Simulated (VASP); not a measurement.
# Ga3H5 (P6/mmm) in VASP: a series of runs

Ga3H5 is run at these levels: PBE; tasks: single point.

Program: VASP 6.6.1. These are calculated values, not measurements. Logs are shortened: lines on timing, memory, paths and dates and some standing lists are left out, and cuts for length are marked.

## Step 1: The cell of the first run

Symmetry: P6/mmm, No. 191, hexagonal system. Conventional cell: a = 4.478 Å, b = 4.478 Å, c = 5.573 Å, α = 90.00°, β = 90.00°, γ = 120.00°. Within 3.2 Å of Ga (site symmetry -6m2) lie 7 H at 2.38 to 3.19 Å and 3 Ga at 2.59 Å. Within 3.5 Å of Ga (site symmetry 6/mmm) lie 14 H at 2.62 to 2.79 Å. Within 1.1 Å of H (site symmetry 3m) lie 1 H at 0.81 Å. Within 3.6 Å of H (site symmetry 6/mmm) lie 8 Ga at 2.59 to 2.79 Å and 12 H at 3.51 Å.

The cell was generated, and may not be a known phase.

## Step 2: Single point, PBE

Input file INCAR:

```
SYSTEM = Ga3H5
PREC     = Accurate       ! precision mode
ENCUT    = 520            ! plane-wave cutoff, eV
EDIFF    = 1E-6           ! SCF threshold, eV
ISMEAR   = 0              ! smearing method
SIGMA    = 0.1            ! smearing width, eV
LREAL    = .False.        ! projectors in reciprocal space
LASPH    = .True.         ! aspherical terms in the spheres
NELM     = 100            ! most SCF steps
ALGO     = Normal         ! electronic algorithm
ISIF     = 2              ! what is computed and relaxed
LWAVE    = .False.        ! write WAVECAR
LCHARG   = .True.         ! write CHGCAR
GGA      = PE             ! functional
LELF     = .True.         ! ELF
LVHAR    = .True.       
NBANDS   = 32             ! bands
```

Input file KPOINTS:

```
regular mesh
0
Gamma
  6 6 4
  0 0 0
```

Input file POSCAR:

```
Ga3H5
1.0
    4.4782517783     -0.0000000029      0.0000000000
   -2.2391258867      3.8782798060      0.0000000000
    0.0000000000      0.0000000000      5.5733010443
Ga H
3 5
Direct
    0.3333333333      0.6666666667      0.5000000000
    0.6666666667      0.3333333333      0.5000000000
    0.0000000000      0.0000000000      0.0000000000
    0.3333333333      0.6666666667      0.9272204141
    0.6666666667      0.3333333333      0.9272204141
    0.6666666667      0.3333333333      0.0727795859
    0.3333333333      0.6666666667      0.0727795859
    0.0000000000      0.0000000000      0.5000000000
```

Potentials or basis: VASP PAW PBE potentials, release 64 (Ga_d, H).

Command:

```console
$ cat potpaw_PBE.64/Ga_d/POTCAR potpaw_PBE.64/H/POTCAR > POTCAR
$ mpirun -np 1 vasp_std > vasp.out
```

OUTCAR:

```text
SYSTEM = Ga3H5
   PREC = Accurate
   ENCUT = 520
   EDIFF = 1E-6
   ISMEAR = 0
   LREAL = .False.
   LASPH = .True.
   NELM = 100
   ISIF = 2
   GGA = PE

 ion  position               nearest neighbor table
   1  0.333  0.667  0.500-   2 2.59   2 2.59   2 2.59
   2  0.667  0.333  0.500-   1 2.59   1 2.59   1 2.59
   3  0.000  0.000  0.000-
   4  0.333  0.667  0.927-   7 0.81
   5  0.667  0.333  0.927-   6 0.81
   6  0.667  0.333  0.073-   5 0.81
   7  0.333  0.667  0.073-   4 0.81
   8  0.000  0.000  0.500-

  LATTYP: Found a hexagonal cell.
 ALAT       =     4.4782517783
 C/A-ratio  =     1.2445260607

  Lattice vectors:

 A1 = (   4.4782517783,  -0.0000000029,   0.0000000000)
 A2 = (  -2.2391258867,   3.8782798060,   0.0000000000)
 A3 = (   0.0000000000,   0.0000000000,   5.5733010443)

Analysis of symmetry for initial positions (statically):
=====================================================================
 Subroutine PRICEL returns:
 Original cell was already a primitive cell.

 Routine SETGRP: Setting up the symmetry group for a
 hexagonal supercell.

 Subroutine GETGRP returns: Found 24 space group operations
 (whereof 24 operations were pure point group operations)
 out of a pool of 24 trial point group operations.

The static configuration has the point symmetry D_6h.

Analysis of symmetry for dynamics (positions and initial velocities):
=====================================================================
 Subroutine PRICEL returns:
 Original cell was already a primitive cell.

 Routine SETGRP: Setting up the symmetry group for a
 hexagonal supercell.

 Subroutine GETGRP returns: Found 24 space group operations
 (whereof 24 operations were pure point group operations)
 out of a pool of 24 trial point group operations.

The dynamic configuration has the point symmetry D_6h.

 Subroutine INISYM returns: Found 24 space group operations
 (whereof 24 operations are pure point group operations),
 and found     1 'primitive' translations

----------------------------------------------------------------------------------------

                                     Primitive cell

  volume of cell :      96.7966

  direct lattice vectors                    reciprocal lattice vectors
     4.478251778 -0.000000003  0.000000000     0.223301424  0.128923137  0.000000000
    -2.239125887  3.878279806  0.000000000     0.000000000  0.257846275  0.000000000
     0.000000000  0.000000000  5.573301044     0.000000000  0.000000000  0.179426877

  length of vectors
     4.478251778  4.478251778  5.573301044     0.257846275  0.257846275  0.179426877

  position of ions in fractional coordinates (direct lattice)
     0.333333333  0.666666667  0.500000000
     0.666666667  0.333333333  0.500000000
     0.000000000  0.000000000  0.000000000
     0.333333333  0.666666667  0.927220414
     0.666666667  0.333333333  0.927220414
     0.666666667  0.333333333  0.072779586
     0.333333333  0.666666667  0.072779586
     0.000000000  0.000000000  0.500000000

  ion indices of the primitive-cell ions
   primitive index   ion index
                 1           1
                 2           2
                 3           3
                 4           4
                 5           5
                 6           6
                 7           7
                 8           8

----------------------------------------------------------------------------------------

 KPOINTS: regular mesh

Automatic generation of k-mesh.
 Grid dimensions read from file:
 generate k-points for:    6    6    4

 Generating k-lattice:

  Cartesian coordinates                     Fractional coordinates (reciprocal lattice)
     0.037216904  0.021487190  0.000000000     0.166666667 -0.000000000  0.000000000
     0.000000000  0.042974379  0.000000000    -0.000000000  0.166666667  0.000000000
     0.000000000  0.000000000  0.044856719     0.000000000  0.000000000  0.250000000

  Length of vectors
     0.042974379  0.042974379  0.044856719

  Shift w.r.t. Gamma in fractional coordinates (k-lattice)
     0.000000000  0.000000000  0.000000000

 Subroutine IBZKPT returns following result:
 ===========================================

 Found     21 irreducible k-points:

 Following reciprocal coordinates:
            Coordinates               Weight
  0.000000  0.000000  0.000000      1.000000
  0.166667  0.000000  0.000000      6.000000
  0.333333  0.000000  0.000000      6.000000
  0.500000  0.000000  0.000000      3.000000
  0.166667  0.166667  0.000000      6.000000
  0.333333  0.166667  0.000000     12.000000
[... 13 lines left out ...]
  0.333333  0.166667  0.500000     12.000000
  0.333333  0.333333  0.500000      2.000000
   k-points           NKPTS =     21   k-points in BZ     NKDIM =     21   number of bands    NBANDS=     32
   number of dos      NEDOS =    301   number of ions     NIONS =      8
   total plane-waves  NPLWV =  54432
   dimension x,y,z NGX =    36 NGY =   36 NGZ =   42
   dimension x,y,z NGXF=    72 NGYF=   72 NGZF=   84
   ions per type =               3   5
   NGX,Y,Z   is equivalent  to a cutoff of  13.36, 13.36, 12.53 a.u.
   NGXF,Y,Z  is equivalent  to a cutoff of  26.73, 26.73, 25.06 a.u.
 SYSTEM =  Ga3H5
   PREC   = accura    normal or accurate (medium, high low for compatibility)
   ISTART =      0    job   : 0-new  1-cont  2-samecut
   ICHARG =      2    charge: 1-file 2-atom 10-const
   ISPIN  =      1    spin polarized calculation?
   LNONCOLLINEAR =      F non collinear calculations
   LSORBIT =      F    spin-orbit coupling
   LASPH  =      T    aspherical Exc in radial PAW
   ENCUT  =  520.0 eV  38.22 Ry    6.18 a.u.   8.33  8.33 10.36*2*pi/ulx,y,z
   NELM   =    100;   NELMIN=  2; NELMDL= -5     # of ELM steps
   EDIFF  = 0.1E-05   stopping-criterion for ELM
   LREAL  =      F    real-space projection
   EDIFFG = 0.1E-04   stopping-criterion for IOM
   NSW    =      0    number of steps for IOM
   IBRION =     -1    ionic relax: 0-MD 1-quasi-New 2-CG
   NFREE  =      0    steps in history (QN), initial steepest desc. (CG)
   ISIF   =      2    stress and relaxation
   ISYM   =      2    0-nonsym 1-usesym 2-fastsym
   POTIM  = 0.5000    time-step for ionic-motion
   TEBEG  =    0.0;   TEEND  =   0.0 temperature during run
   PSTRESS=    0.0 pullay stress
   NELECT =      44.0000    total number of electrons
   NUPDOWN=      -1.0000    fix difference up-down
   EMIN   =  10.00;   EMAX   =-10.00  energy-range for DOS
   EFERMI =   0.00;   METHOD = LEGACY
   ISMEAR =     0;   SIGMA  =   0.10  broadening in eV -4-tet -1-fermi 0-gaus
   EFERMI_NEDOS =   21; number of points for ismear=-14 and -15
   IALGO  =     38    algorithm
   IMIX   =      4    mixing-type and parameters
     AMIX     =   0.40;   BMIX     =  1.00
     AMIX_MAG =   1.60;   BMIX_MAG =  1.00
  volume/ion in A,a.u.               =      12.10        81.65
  Fermi-wavevector in a.u.,A,eV,Ry     =   1.258749  2.378690 21.557725  1.584448
  Thomas-Fermi vector in A             =   2.392343
   LORBIT       =      0    0 simple, 1 ext, 2 COOP (PROOUT), +10 PAW based schemes
   GGA     = PE    functional components
   LHFCALC =     F    Hartree Fock is set to
   AEXX    =    0.0000 exact exchange contribution
   IVDW    =     0    specifies the selected vdW correction
   LEPSILON=     F    determine dielectric tensor
   LRPA    =     F    only Hartree local field effects (RPA)
 non-spin polarized calculation
 Gauss-broadening in eV      SIGMA  =   0.10
  energy-cutoff  :      520.00
  volume of cell :       96.80
 maximum number of plane-waves:      2631
 NGX is ok and might be reduce to    36
   NGX = 17   NGY = 17   NGZ = 21

 number of electron      44.0000001 magnetization

 Free energy of the ion-electron system (eV)
  ---------------------------------------------------
  ext. energy  EPLUGINS =         0.00000000
  ---------------------------------------------------
  free energy    TOTEN  =       -22.34262722 eV

  energy without entropy =      -22.33128822  energy(sigma->0) =      -22.33695772

 E-fermi :   2.8207     XC(G=0):  -9.4412

 val. band max:        2.8053801934   @ k =   0.0000   0.0000   0.5000
 cond. band min:       2.8256673798   @ k =   0.1667   0.0000   0.0000
 fundamental gap:      0.0202871864
 Fermi energy:         2.8206874042

 k-point     1 :       0.0000    0.0000    0.0000
  band No.  band energies     occupation
      1     -12.6328      2.00000
      2     -12.6328      2.00000
      3     -12.5568      2.00000
      4     -12.5568      2.00000
      5     -12.5489      2.00000
      6     -12.1199      2.00000
[... 24 lines left out ...]
     31       9.2541      0.00000
     32       9.2541      0.00000

 k-point     2 :       0.1667    0.0000    0.0000
  band No.  band energies     occupation
      1     -12.6355      2.00000
      2     -12.6309      2.00000
      3     -12.5578      2.00000
      4     -12.5572      2.00000
      5     -12.5455      2.00000
      6     -12.1159      2.00000
[... 24 lines left out ...]
     31      10.5386      0.00000
     32      10.5407      0.00000

 k-point     3 :       0.3333    0.0000    0.0000
  band No.  band energies     occupation
      1     -12.6412      2.00000
      2     -12.6271      2.00000
      3     -12.5598      2.00000
      4     -12.5580      2.00000
      5     -12.5389      2.00000
      6     -12.1232      2.00000
[... 24 lines left out ...]
     31      11.2165      0.00000
     32      12.0856      0.00000

 k-point     4 :       0.5000    0.0000    0.0000
  band No.  band energies     occupation
      1     -12.6442      2.00000
      2     -12.6252      2.00000
      3     -12.5607      2.00000
      4     -12.5584      2.00000
      5     -12.5357      2.00000
      6     -12.1380      2.00000
[... 549 lines left out ...]
     31      10.4554      0.00000
     32      10.5722      0.00000

 k-point    20 :       0.3333    0.1667    0.5000
  band No.  band energies     occupation
      1     -12.6402      2.00000
      2     -12.6284      2.00000
      3     -12.5607      2.00000
      4     -12.5582      2.00000
      5     -12.5343      2.00000
      6     -12.1574      2.00000
[... 24 lines left out ...]
     31      10.8968      0.00000
     32      10.9019      0.00000

 k-point    21 :       0.3333    0.3333    0.5000
  band No.  band energies     occupation
      1     -12.6344      2.00000
      2     -12.6344      2.00000
      3     -12.5598      2.00000
      4     -12.5598      2.00000
      5     -12.5331      2.00000
      6     -12.1787      2.00000
[... 24 lines left out ...]
     31       8.8018      0.00000
     32       9.8676      0.00000

------------------------ aborting loop because EDIFF is reached ----------------------------------------

  FORCE on cell =-STRESS in cart. coord.  units (eV):
  Direction    XX          YY          ZZ          XY          YZ          ZX
  --------------------------------------------------------------------------------------
  -------------------------------------------------------------------------------------
  Total       -0.0064982     -0.0064982     -0.0502081      0.0000000      0.0000000     -0.0000000
  in kB       -0.1075587     -0.1075587     -0.8310439      0.0000000      0.0000000     -0.0000000
  external PRESSURE =      -0.3487204 kB  Pullay stress =       0.0000000 kB

 VOLUME and BASIS-vectors are now :
 -----------------------------------------------------------------------------
  energy-cutoff  :      520.00
  volume of cell :       96.80
      direct lattice vectors                 reciprocal lattice vectors
     4.478251778 -0.000000003  0.000000000     0.223301424  0.128923137  0.000000000
    -2.239125887  3.878279806  0.000000000     0.000000000  0.257846275  0.000000000
     0.000000000  0.000000000  5.573301044     0.000000000  0.000000000  0.179426877

 POSITION                                       TOTAL-FORCE (eV/Angst)
 -----------------------------------------------------------------------------------
      0.00000      2.58552      2.78665         0.000000     -0.000000      0.000000
      2.23913      1.29276      2.78665        -0.000000      0.000000      0.000000
      0.00000      0.00000      0.00000        -0.000000      0.000000      0.000000
      0.00000      2.58552      5.16768        -0.000000      0.000000     -0.008279
      2.23913      1.29276      5.16768        -0.000000      0.000000     -0.008279
      2.23913      1.29276      0.40562        -0.000000      0.000000      0.008279
      0.00000      2.58552      0.40562         0.000000      0.000000      0.008279
      0.00000      0.00000      2.78665        -0.000000      0.000000      0.000000
 -----------------------------------------------------------------------------------
    total drift:                                0.000000      0.000000     -0.000000

  FREE ENERGIE OF THE ION-ELECTRON SYSTEM (eV)
  ---------------------------------------------------
  free  energy   TOTEN  =       -22.3426272155 eV

  energy  without entropy=      -22.3312882181  energy(sigma->0) =      -22.33695772
```

It took 33 s on 1 thread of Intel Xeon 6975P-C (Granite Rapids), shared host; peak memory 0.24 GiB.

What came out:

```
Free energy            : -22.3426 eV
Pressure               : 0.0 GPa
Largest force          : 0.008 eV/Å
Band gap on the k mesh : zero (bands 22 and 23 overlap by 2.76 eV)
```

Forces in eV/Å, atoms in the order of the input:
```
Ga   0.000  0.000  0.000
Ga   0.000  0.000  0.000
Ga   0.000  0.000  0.000
H    0.000  0.000 -0.008
H    0.000  0.000 -0.008
H    0.000  0.000  0.008
H    0.000  0.000  0.008
H    0.000  0.000  0.000
```

## Step 3: Single point, PBE

This run uses another cell than the first one, of 13.62 Å³/atom.

Input file INCAR:

```
PREC = Accurate
ENCUT = 520
EDIFF = 1E-6
ISMEAR = 0
SIGMA = 0.1
LREAL = F
LASPH = T
NELM = 100
ALGO = Normal
ISIF = 2
LWAVE = F
LCHARG = F
GGA = PE
NBANDS = 32
```

Input file KPOINTS:

```
regular mesh
0
Gamma
  6 6 4
```

Input file POSCAR:

```
Ga3H5
1.0
    4.5315811100      0.0000000000      0.0000000000
   -2.2657905500      3.9244643600      0.0000000000
    0.0000000000      0.0000000000      6.1278892000
Ga H
3 5
Direct
    0.3333333300      0.6666666700      0.5000000000
    0.6666666700      0.3333333300      0.5000000000
    0.0000000000      0.0000000000      0.0000000000
    0.3333333300      0.6666666700      0.7780132000
    0.6666666700      0.3333333300      0.7780132000
    0.6666666700      0.3333333300      0.2219868000
    0.3333333300      0.6666666700      0.2219868000
    0.0000000000      0.0000000000      0.5000000000
```

Potentials or basis: VASP PAW PBE potentials, release 64 (Ga_d, H).

Command:

```console
$ cat potpaw_PBE.64/Ga_d/POTCAR potpaw_PBE.64/H/POTCAR > POTCAR
$ mpirun -np 1 vasp_std > vasp.out
```

Run time: 32 s. Hardware: 1 thread of Intel Xeon 6975P-C (Granite Rapids), shared host; peak memory 0.25 GiB.

Results (log left out):

* Free energy: -20.7373 eV
* Pressure: -4.3 GPa
* Largest force: 0.395 eV/Å
* Band gap on the k mesh: zero (bands 22 and 23 overlap by 2.44 eV)

Forces on the atoms (eV/Å):
```
Ga   0.000  0.000  0.000
Ga   0.000  0.000  0.000
Ga   0.000  0.000  0.000
H    0.000  0.000 -0.395
H    0.000  0.000 -0.395
H    0.000  0.000  0.395
H    0.000  0.000  0.395
H    0.000  0.000  0.000
```

Stress tensor (GPa, compression positive):
```
-2.32  0.00  0.00
 0.00 -2.32  0.00
 0.00  0.00 -8.15
```

Levels at points of the mesh, in eV from the Fermi level:
```tsv
k point	band 18	band 19	band 20	band 21	band 22	band 23	band 24	band 25	band 26	band 27
(0.00, 0.00, 0.00)	-5.24	-3.30	-1.67	-1.59	0.45	0.45	2.05	2.44	2.44	3.39
(0.50, 0.00, 0.00)	-4.36	-4.25	-3.24	-2.80	-1.44	-1.13	1.73	1.85	2.77	4.58
(0.00, 0.00, 0.50)	-3.07	-2.62	-2.13	-1.51	0.29	0.50	0.50	3.11	3.11	3.56
(0.50, 0.00, 0.50)	-5.27	-5.17	-2.92	-2.82	-0.96	1.12	1.99	1.99	2.37	3.67
```

Caveat: the stress differs along the axes, from -8 to -2 GPa.

The gap in the log of VASP goes by the Fermi energy; the results here count the filled bands.